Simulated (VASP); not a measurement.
# Si3N4 (Fd-3m) in VASP: a series of runs

The runs below take Si3N4 through single point, relaxation of the atoms, with r2SCAN.

Program: VASP 6.6.1. These are calculated values, not measurements. Logs are shortened: lines on timing, memory, paths and dates and some standing lists are left out, and cuts for length are marked.

## Step 1: The cell of the first run

The structure is cubic, space group Fd-3m (No. 227). Conventional cell: a = 7.882 Å, b = 7.882 Å, c = 7.882 Å, α = 90.00°, β = 90.00°, γ = 90.00°. Si (site symmetry -3m) has 6 N at 1.91 Å within 2.5 Å. Si (site symmetry -43m) has 4 N at 1.81 Å within 2.4 Å. N (site symmetry 3m) has 4 Si at 1.81 to 1.91 Å within 2.4 Å.

## Step 2: Single point, r2SCAN (8.74 Å³/atom)

The input, POSCAR:

```
Si3N4
1.0
    0.0000000000      3.9409406765      3.9409406765
    3.9409406765      0.0000000000      3.9409406765
    3.9409406765      3.9409406765      0.0000000000
Si N
6 8
Direct
    0.1250000000      0.1250000000      0.6250000000
    0.1250000000      0.6250000000      0.1250000000
    0.6250000000      0.1250000000      0.1250000000
    0.1250000000      0.1250000000      0.1250000000
    0.7500000000      0.7500000000      0.7500000000
    0.5000000000      0.5000000000      0.5000000000
    0.3672118172      0.3672118172      0.3672118172
    0.3516354516      0.8827881828      0.8827881828
    0.8827881828      0.8827881828      0.3516354516
    0.8827881828      0.3516354516      0.8827881828
    0.3672118172      0.3672118172      0.8983645484
    0.3672118172      0.8983645484      0.3672118172
    0.8827881828      0.8827881828      0.8827881828
    0.8983645484      0.3672118172      0.3672118172
```

The input, INCAR.step1:

```
PREC = Accurate
ENCUT = 520
ISMEAR = 0
SIGMA = 0.02
LREAL = F
LASPH = T
NELM = 60
NBANDS = 45
GGA = PE
ALGO = Normal
EDIFF = 1E-4
LWAVE = T
LCHARG = F
```

The input, INCAR.step2:

```
PREC = Accurate
ENCUT = 520
EDIFF = 1E-7
ISMEAR = 0
SIGMA = 0.02
LREAL = F
LASPH = T
NELM = 60
ALGO = Normal
ISIF = 2
LWAVE = F
LCHARG = T
METAGGA = R2SCAN
LMIXTAU = T
LELF = T
LVHAR = T
NBANDS = 45
ISTART = 1
```

The input, KPOINTS:

```
Automatic mesh
0
Gamma
  6 6 6
```

Potentials or basis: VASP PAW PBE potentials, release 64 (Si, N).

Run with:

```bash
$ cat potpaw_PBE.64/Si/POTCAR potpaw_PBE.64/N/POTCAR > POTCAR
$ cp INCAR.step1 INCAR
$ mpirun -np 1 vasp_std > vasp.out
$ cp INCAR.step2 INCAR
$ mpirun -np 1 vasp_std > vasp.out
```

OUTCAR:

```text
PREC = Accurate
   ENCUT = 520
   EDIFF = 1E-7
   ISMEAR = 0
   LREAL = F
   LASPH = T
   NELM = 60
   ISIF = 2
   METAGGA = R2SCAN
   ISTART = 1

 ion  position               nearest neighbor table
   1  0.125  0.125  0.625-   7 1.91   8 1.91  10 1.91  12 1.91  13 1.91  14 1.91   4 2.79   2 2.79
                             3 2.79   4 2.79   2 2.79   3 2.79
   2  0.125  0.625  0.125-   7 1.91   8 1.91   9 1.91  11 1.91  13 1.91  14 1.91   4 2.79   1 2.79
                             1 2.79   3 2.79   4 2.79   3 2.79
   3  0.625  0.125  0.125-   7 1.91   9 1.91  10 1.91  11 1.91  12 1.91  13 1.91   4 2.79   1 2.79
                             2 2.79   1 2.79   2 2.79   4 2.79
   4  0.125  0.125  0.125-   8 1.91   9 1.91  10 1.91  11 1.91  12 1.91  14 1.91   1 2.79   2 2.79
                             3 2.79   1 2.79   2 2.79   3 2.79
   5  0.750  0.750  0.750-   8 1.81   9 1.81  10 1.81  13 1.81
   6  0.500  0.500  0.500-   7 1.81  11 1.81  12 1.81  14 1.81
   7  0.367  0.367  0.367-   6 1.81   2 1.91   3 1.91   1 1.91
   8  0.352  0.883  0.883-   5 1.81   2 1.91   4 1.91   1 1.91
   9  0.883  0.883  0.352-   5 1.81   3 1.91   4 1.91   2 1.91
  10  0.883  0.352  0.883-   5 1.81   3 1.91   4 1.91   1 1.91
  11  0.367  0.367  0.898-   6 1.81   3 1.91   4 1.91   2 1.91
  12  0.367  0.898  0.367-   6 1.81   3 1.91   4 1.91   1 1.91
  13  0.883  0.883  0.883-   5 1.81   2 1.91   3 1.91   1 1.91
  14  0.898  0.367  0.367-   6 1.81   2 1.91   4 1.91   1 1.91

  LATTYP: Found a face centered cubic cell.
 ALAT       =     7.8818813530

  Lattice vectors:

 A1 = (   0.0000000000,   3.9409406765,   3.9409406765)
 A2 = (   3.9409406765,   0.0000000000,   3.9409406765)
 A3 = (   3.9409406765,   3.9409406765,   0.0000000000)

Analysis of symmetry for initial positions (statically):
=====================================================================
 Subroutine PRICEL returns:
 Original cell was already a primitive cell.

 Routine SETGRP: Setting up the symmetry group for a
 face centered cubic supercell.

 Subroutine GETGRP returns: Found 48 space group operations
 (whereof 24 operations were pure point group operations)
 out of a pool of 48 trial point group operations.

The static configuration has the point symmetry T_d .
 The point group associated with its full space group is O_h .

Analysis of symmetry for dynamics (positions and initial velocities):
=====================================================================
 Subroutine PRICEL returns:
 Original cell was already a primitive cell.

 Routine SETGRP: Setting up the symmetry group for a
 face centered cubic supercell.

 Subroutine GETGRP returns: Found 48 space group operations
 (whereof 24 operations were pure point group operations)
 out of a pool of 48 trial point group operations.

The dynamic configuration has the point symmetry T_d .
 The point group associated with its full space group is O_h .

 Subroutine INISYM returns: Found 48 space group operations
 (whereof 24 operations are pure point group operations),
 and found     1 'primitive' translations

----------------------------------------------------------------------------------------

                                     Primitive cell

  volume of cell :     122.4136

  direct lattice vectors                    reciprocal lattice vectors
     0.000000000  3.940940676  3.940940676    -0.126873262  0.126873262  0.126873262
     3.940940676  0.000000000  3.940940676     0.126873262 -0.126873262  0.126873262
     3.940940676  3.940940676  0.000000000     0.126873262  0.126873262 -0.126873262

  length of vectors
     5.573331753  5.573331753  5.573331753     0.219750936  0.219750936  0.219750936

  position of ions in fractional coordinates (direct lattice)
     0.125000000  0.125000000  0.625000000
     0.125000000  0.625000000  0.125000000
     0.625000000  0.125000000  0.125000000
     0.125000000  0.125000000  0.125000000
     0.750000000  0.750000000  0.750000000
     0.500000000  0.500000000  0.500000000
     0.367211817  0.367211817  0.367211817
[... 52 lines left out ...]
  free energy    TOTEN  =      -141.46789679 eV

  energy without entropy =     -141.46789679  energy(sigma->0) =     -141.46789679

 E-fermi :   8.5713     XC(G=0): -12.6596

 val. band max:        8.4153094759   @ k =  -0.1667   0.1667   0.0000
 cond. band min:      12.1889517774   @ k =   0.0000   0.0000   0.0000
 fundamental gap:      3.7736423015
 Fermi energy:         8.5712877413

 k-point     1 :       0.0000    0.0000    0.0000
  band No.  band energies     occupation
      1     -10.8857      2.00000
      2      -7.7392      2.00000
      3      -6.8449      2.00000
      4      -6.8449      2.00000
      5      -6.8449      2.00000
      6      -5.9230      2.00000
[... 36 lines left out ...]
     43      16.6912      0.00000
     44      18.4592      0.00000

 k-point     2 :       0.1667    0.0000    0.0000
  band No.  band energies     occupation
      1     -10.7397      2.00000
      2      -7.8926      2.00000
      3      -7.1321      2.00000
      4      -6.8141      2.00000
      5      -6.8141      2.00000
      6      -6.0222      2.00000
[... 36 lines left out ...]
     43      17.2106      0.00000
     44      17.9992      0.00000

 k-point     3 :       0.3333    0.0000    0.0000
  band No.  band energies     occupation
      1     -10.3263      2.00000
      2      -8.5636      2.00000
      3      -7.2875      2.00000
      4      -6.7182      2.00000
      5      -6.7182      2.00000
      6      -6.2772      2.00000
[... 600 lines left out ...]
     43      18.8947      0.00000
     44      19.0111      0.00000

 k-point    16 :      -0.3333    0.5000    0.1667
  band No.  band energies     occupation
      1      -9.2103      2.00000
      2      -9.2103      2.00000
      3      -7.9327      2.00000
      4      -7.9327      2.00000
      5      -6.5517      2.00000
      6      -6.5517      2.00000
[... 36 lines left out ...]
     43      18.8358      0.00000
     44      18.8358      0.00000
 [bands above 44 left out]

------------------------ aborting loop because EDIFF is reached ----------------------------------------

  FORCE on cell =-STRESS in cart. coord.  units (eV):
  Direction    XX          YY          ZZ          XY          YZ          ZX
  --------------------------------------------------------------------------------------
  -------------------------------------------------------------------------------------
  Total      -12.5946371    -12.5946371    -12.5946371      0.0000000      0.0000000      0.0000000
  in kB     -164.8414985   -164.8414985   -164.8414985      0.0000000      0.0000000      0.0000000
  external PRESSURE =    -164.8414985 kB  Pullay stress =       0.0000000 kB

 VOLUME and BASIS-vectors are now :
 -----------------------------------------------------------------------------
  energy-cutoff  :      520.00
  volume of cell :      122.41
      direct lattice vectors                 reciprocal lattice vectors
     0.000000000  3.940940676  3.940940676    -0.126873262  0.126873262  0.126873262
     3.940940676  0.000000000  3.940940676     0.126873262 -0.126873262  0.126873262
     3.940940676  3.940940676  0.000000000     0.126873262  0.126873262 -0.126873262

 POSITION                                       TOTAL-FORCE (eV/Angst)
 -----------------------------------------------------------------------------------
      2.95571      2.95571      0.98524         0.000000      0.000000      0.000000
      2.95571      0.98524      2.95571         0.000000      0.000000      0.000000
      0.98524      2.95571      2.95571         0.000000      0.000000      0.000000
      0.98524      0.98524      0.98524         0.000000      0.000000      0.000000
      5.91141      5.91141      5.91141         0.000000      0.000000      0.000000
      3.94094      3.94094      3.94094         0.000000      0.000000      0.000000
      2.89432      2.89432      2.89432         0.010980      0.010980      0.010980
      6.95803      4.86479      4.86479        -0.010980      0.010980      0.010980
      4.86479      4.86479      6.95803         0.010980      0.010980     -0.010980
      4.86479      6.95803      4.86479         0.010980     -0.010980      0.010980
      4.98756      4.98756      2.89432        -0.010980     -0.010980      0.010980
      4.98756      2.89432      4.98756        -0.010980      0.010980     -0.010980
      6.95803      6.95803      6.95803        -0.010980     -0.010980     -0.010980
      2.89432      4.98756      4.98756         0.010980     -0.010980     -0.010980
 -----------------------------------------------------------------------------------
    total drift:                                0.000000      0.000000      0.000000

  FREE ENERGIE OF THE ION-ELECTRON SYSTEM (eV)
  ---------------------------------------------------
  free  energy   TOTEN  =      -141.4678967877 eV

  energy  without entropy=     -141.4678967877  energy(sigma->0) =     -141.46789679
```

It took 11 min on 1 thread of AMD EPYC 7R13, shared host; peak memory 0.28 GiB.

Results:

- Free energy: -141.4679 eV
- Pressure: -16.5 GPa
- Largest force: 0.019 eV/Å
- Band gap on the k mesh: 3.77 eV (least direct gap 3.82 eV)

Forces in eV/Å, atoms in the order of the input:
```
Si   0.000  0.000  0.000
Si   0.000  0.000  0.000
Si   0.000  0.000  0.000
Si   0.000  0.000  0.000
Si   0.000  0.000  0.000
Si   0.000  0.000  0.000
N    0.011  0.011  0.011
N   -0.011  0.011  0.011
N    0.011  0.011 -0.011
N    0.011 -0.011  0.011
N   -0.011 -0.011  0.011
N   -0.011  0.011 -0.011
N   -0.011 -0.011 -0.011
N    0.011 -0.011 -0.011
```

Caveat: the cell stands under tension; the PAW data sets were made with another functional, which shifts forces and pressure a little. A k mesh can miss the band edges.

## Step 3: Single point, r2SCAN (9.07 Å³/atom)

This run uses another cell than the first one, of 9.07 Å³/atom.

The input, POSCAR:

```
Si3N4
1.0
    0.0000000000      3.9899014676      3.9899014676
    3.9899014676      0.0000000000      3.9899014676
    3.9899014676      3.9899014676      0.0000000000
Si N
6 8
Direct
    0.1250000000      0.1250000000      0.6250000000
    0.1250000000      0.6250000000      0.1250000000
    0.6250000000      0.1250000000      0.1250000000
    0.1250000000      0.1250000000      0.1250000000
    0.7500000000      0.7500000000      0.7500000000
    0.5000000000      0.5000000000      0.5000000000
    0.3669463630      0.3669463630      0.3669463630
    0.3508390891      0.8830536370      0.8830536370
    0.8830536370      0.8830536370      0.3508390891
    0.8830536370      0.3508390891      0.8830536370
    0.3669463630      0.3669463630      0.8991609109
    0.3669463630      0.8991609109      0.3669463630
    0.8830536370      0.8830536370      0.8830536370
    0.8991609109      0.3669463630      0.3669463630
```

The input, INCAR.step1:

```
ALGO     = Normal         # electronic algorithm
EDIFF    = 1E-4           # SCF threshold, eV
ENCUT    = 520            # plane-wave cutoff, eV
GGA      = PE             # functional
ISMEAR   = 0              # smearing method
LASPH    = T              # aspherical terms in the spheres
LCHARG   = F              # write CHGCAR
LREAL    = F              # projectors in reciprocal space
LWAVE    = T              # write WAVECAR
NBANDS   = 45             # bands
NELM     = 60             # most SCF steps
PREC     = Accurate       # precision mode
SIGMA    = 0.02           # smearing width, eV
```

The input, INCAR.step2:

```
ALGO     = Normal         # electronic algorithm
EDIFF    = 1E-6           # SCF threshold, eV
ENCUT    = 520            # plane-wave cutoff, eV
ISIF     = 2              # what is computed and relaxed
ISMEAR   = 0              # smearing method
ISTART   = 1            
LASPH    = T              # aspherical terms in the spheres
LCHARG   = F              # write CHGCAR
LMIXTAU  = T            
LREAL    = F              # projectors in reciprocal space
LWAVE    = F              # write WAVECAR
METAGGA  = R2SCAN         # meta-GGA
NBANDS   = 45             # bands
NELM     = 60             # most SCF steps
PREC     = Accurate       # precision mode
SIGMA    = 0.02           # smearing width, eV
```

The input, KPOINTS:

```
k-points
0
Gamma
  6 6 6
```

Potentials or basis: VASP PAW PBE potentials, release 64 (Si, N).

Run with:

```bash
$ cat potpaw_PBE.64/Si/POTCAR potpaw_PBE.64/N/POTCAR > POTCAR
$ cp INCAR.step1 INCAR
$ mpirun -np 1 vasp_std > vasp.out
$ cp INCAR.step2 INCAR
$ mpirun -np 1 vasp_std > vasp.out
```

It took 11 min on 1 thread of AMD EPYC 7R13, shared host; peak memory 0.28 GiB.

It converged, with:

```yaml
Free_energy: -140.8721 eV
Pressure: -25.0 GPa
Largest_force: 0.018 eV/Å
Band_gap_on_the_k_mesh: 3.62 eV (least direct gap 3.67 eV)
```

Forces in eV/Å, atoms in the order of the input:
```
Si   0.000  0.000  0.000
Si   0.000  0.000  0.000
Si   0.000  0.000  0.000
Si   0.000  0.000  0.000
Si   0.000  0.000  0.000
Si   0.000  0.000  0.000
N    0.010  0.010  0.010
N   -0.010  0.010  0.010
N    0.010  0.010 -0.010
N    0.010 -0.010  0.010
N   -0.010 -0.010  0.010
N   -0.010  0.010 -0.010
N   -0.010 -0.010 -0.010
N    0.010 -0.010 -0.010
```

Levels at points of the mesh, in eV from the valence-band top:
```csv
k point,band 30,band 31,band 32,band 33,band 34,band 35
"(0.00, 0.00, 0.00)",-0.06,-0.06,-0.06,3.62,3.62,3.62
"(0.50, 0.00, 0.00)",-0.47,-0.30,-0.30,5.17,6.13,6.13
"(0.50, 0.50, 0.00)",-1.05,-0.38,-0.38,6.83,6.83,7.21
```

Caveat: the cell stands under tension; the PAW data sets were made with another functional, which shifts forces and pressure a little.

## Step 4: Relaxation of the atoms, r2SCAN (7.26 Å³/atom)

This run uses another cell than the first one, of 7.26 Å³/atom.

The input, POSCAR:

```
Si3N4
1.0
    0.0000000000      3.7038964198      3.7038964198
    3.7038964198      0.0000000000      3.7038964198
    3.7038964198      3.7038964198      0.0000000000
Si N
6 8
Direct
    0.1250000000      0.1250000000      0.6250000000
    0.1250000000      0.6250000000      0.1250000000
    0.6250000000      0.1250000000      0.1250000000
    0.1250000000      0.1250000000      0.1250000000
    0.7500000000      0.7500000000      0.7500000000
    0.5000000000      0.5000000000      0.5000000000
    0.3680388050      0.3680388050      0.3680388050
    0.3541164149      0.8819611950      0.8819611950
    0.8819611950      0.8819611950      0.3541164149
    0.8819611950      0.3541164149      0.8819611950
    0.3680388050      0.3680388050      0.8958835851
    0.3680388050      0.8958835851      0.3680388050
    0.8819611950      0.8819611950      0.8819611950
    0.8958835851      0.3680388050      0.3680388050
```

The input, INCAR.step1:

```
SYSTEM = Si3N4
ALGO = Normal ; EDIFF = 1E-4
ENCUT = 520 ; GGA = PE
ISMEAR = 0 ; LASPH = .True.
LCHARG = .False. ; LREAL = .False.
LWAVE = .True. ; NELM = 60
PREC = Accurate ; SIGMA = 0.02
```

The input, INCAR.step2:

```
SYSTEM = Si3N4
ALGO = Normal ; EDIFF = 1E-7
EDIFFG = -0.01 ; ENCUT = 520
IBRION = 2 ; ISIF = 2
ISMEAR = 0 ; ISTART = 1
LASPH = .True. ; LCHARG = .False.
LMIXTAU = .True. ; LREAL = .False.
LWAVE = .False. ; METAGGA = R2SCAN
NELM = 60 ; NSW = 50
PREC = Accurate ; SIGMA = 0.02
```

The input, KPOINTS:

```
k-points
0
Gamma
  6 6 6
  0 0 0
```

Run with:

```bash
$ cat potpaw_PBE.64/Si/POTCAR potpaw_PBE.64/N/POTCAR > POTCAR
$ cp INCAR.step1 INCAR
$ mpirun -np 1 vasp_std > vasp.out
$ cp INCAR.step2 INCAR
$ mpirun -np 1 vasp_std > vasp.out
```

It took 29 min on 1 thread of Oxide Virtual Turin-like, shared host; peak memory 0.24 GiB.

It converged, with:

| Property | Result |
| --- | --- |
| Free energy | -139.7149 eV |
| Energy gained by relaxing | 0.1 meV/atom |
| Ionic steps | 3 |
| Pressure after relaxing | 53.5 GPa |
| Band gap on the k mesh | 4.58 eV |

Forces on the atoms (eV/Å):
```
Si   0.000  0.000  0.000
Si   0.000  0.000  0.000
Si   0.000  0.000  0.000
Si   0.000  0.000  0.000
Si   0.000  0.000  0.000
Si   0.000  0.000  0.000
N   -0.002 -0.002 -0.002
N    0.002 -0.002 -0.002
N   -0.002 -0.002  0.002
N   -0.002  0.002 -0.002
N    0.002  0.002 -0.002
N    0.002 -0.002  0.002
N    0.002  0.002  0.002
N   -0.002  0.002  0.002
```

Step by step:
| step | energy change (eV) | largest force (eV/Å) | pressure (GPa) |
| --- | --- | --- | --- |
| 1 | 0.0000 | 0.1527 | 53.56 |
| 2 | 0.0059 | 0.3590 | 53.25 |
| 3 | -0.0014 | 0.0027 | 53.46 |

Final structure:
```xyz
14
Lattice="0.0000 3.7039 3.7039 3.7039 0.0000 3.7039 3.7039 3.7039 0.0000" Properties=species:S:1:pos:R:3 pbc="T T T"
Si    2.7779    2.7779    0.9260
Si    2.7779    0.9260    2.7779
Si    0.9260    2.7779    2.7779
Si    0.9260    0.9260    0.9260
Si    5.5558    5.5558    5.5558
Si    3.7039    3.7039    3.7039
N     2.7277    2.7277    2.7277
N     6.5321    4.5796    4.5796
N     4.5796    4.5796    6.5321
N     4.5796    6.5321    4.5796
N     4.6801    4.6801    2.7277
N     4.6801    2.7277    4.6801
N     6.5321    6.5321    6.5321
N     2.7277    4.6801    4.6801
```

Levels at points of the mesh, in eV from the valence-band top:
| k point | band 30 | band 31 | band 32 | band 33 | band 34 | band 35 |
| --- | --- | --- | --- | --- | --- | --- |
| (0.00, 0.00, 0.00) | 0.00 | 0.00 | 0.00 | 4.59 | 4.59 | 4.59 |
| (0.50, 0.00, 0.00) | -0.54 | -0.54 | -0.54 | 6.26 | 6.91 | 6.91 |
| (0.50, 0.50, 0.00) | -1.35 | -0.69 | -0.69 | 8.05 | 8.05 | 8.38 |

Caveat: the PAW data sets were made with another functional, which shifts forces and pressure a little. A k mesh can miss the band edges.

## Step 5: Summary

| task | cell | gap on the mesh (eV) | pressure (GPa) | largest force (eV/Å) |
| --- | --- | --- | --- | --- |
| single point | a = 5.573 Å, angles 60.0°, 14 atoms | 3.77 | -16.5 | 0.02 |
| single point | a = 5.643 Å, angles 60.0°, 14 atoms | 3.62 | -25.0 | 0.02 |
| relaxation of the atoms | atoms relaxed from a = 5.238 Å, angles 60.0°, 14 atoms | 4.58 | 53.5 | - |

Alike in all rows: level r2SCAN; potentials or basis VASP PAW PBE potentials, release 64 (Si, N); no spin polarisation; k mesh 6 × 6 × 6; cutoff (eV) 520; smearing gaussian 0.02 eV.

Caveats: the PAW data sets were made with another functional, which shifts forces and pressure a little; the cell stands under tension (at least some runs).

Total energies depend on the potentials used, so only differences within one code and one set of settings carry meaning.
